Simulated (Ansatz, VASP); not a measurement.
## One calculation of HfC, two programs

INCAR

```
  PREC = Accurate
  ENCUT = 600
  EDIFF = 1E-6
  ISMEAR = 0
  SIGMA = 0.014
  LREAL = False
  LASPH = True
  NELM = 120
  ALGO = Normal
  ISIF = 2
  LWAVE = False
  LCHARG = False
  GGA = PE
  NBANDS = 14
  GGA_COMPAT = False
```

Contents of KPOINTS:

```
regular mesh
0
Gamma
  10 10 10
```

The input POSCAR:

```
HfC
1.0
    0.0000000000      2.3250000000      2.3250000000
    2.3250000000      0.0000000000      2.3250000000
    2.3250000000      2.3250000000      0.0000000000
Hf C
1 1
Direct
    0.5000000000      0.5000000000      0.5000000000
    0.0000000000      0.0000000000      0.0000000000
```

File input.yaml:

```yaml
crystal:
  lattice:
    - [0.0, 2.325, 2.325]
    - [2.325, 0.0, 2.325]
    - [2.325, 2.325, 0.0]
  atoms:
    - { symbol: Hf, position: [0.5, 0.5, 0.5] }
    - { symbol: C, position: [0.0, 0.0, 0.0] }
kpoints:
  mp_grid: { grid: [10, 10, 10] }
scf:
  occupations: { method: gaussian, width: 0.014 }
hamiltonian:
  xc: pbe
  pseudopotentials: { kind: all_electron, lapw: { basis_error: 0.001 } }
output:
  forces: true
  stress: true
  eigenvalues: true
```

Alike in both runs: task single point; functional PBE; k mesh 10 × 10 × 10; occupations gaussian, width 0.014 eV; no spin polarisation.

|  | VASP | Ansatz |
| --- | --- | --- |
| version | VASP 6.6.1 | Ansatz 0.2.0 |
| potentials or method | VASP PAW PBE potentials, release 64 (Hf_pv, C), cutoff 600 eV | all-electron LAPW, scalar-relativistic |

Ansatz gave:

- gap on the k mesh at the Fermi level (eV): none
- pressure (GPa): 0.3

Problem. What did VASP give for the same quantities?

Solution. gap on the k mesh at the Fermi level (eV): none; pressure (GPa): -0.5.

A gap of «none» marks a metal or a gap that the smearing closes. Ansatz ran all-electron here, and VASP with PAW potentials.

Neither program's run includes spin-orbit coupling.
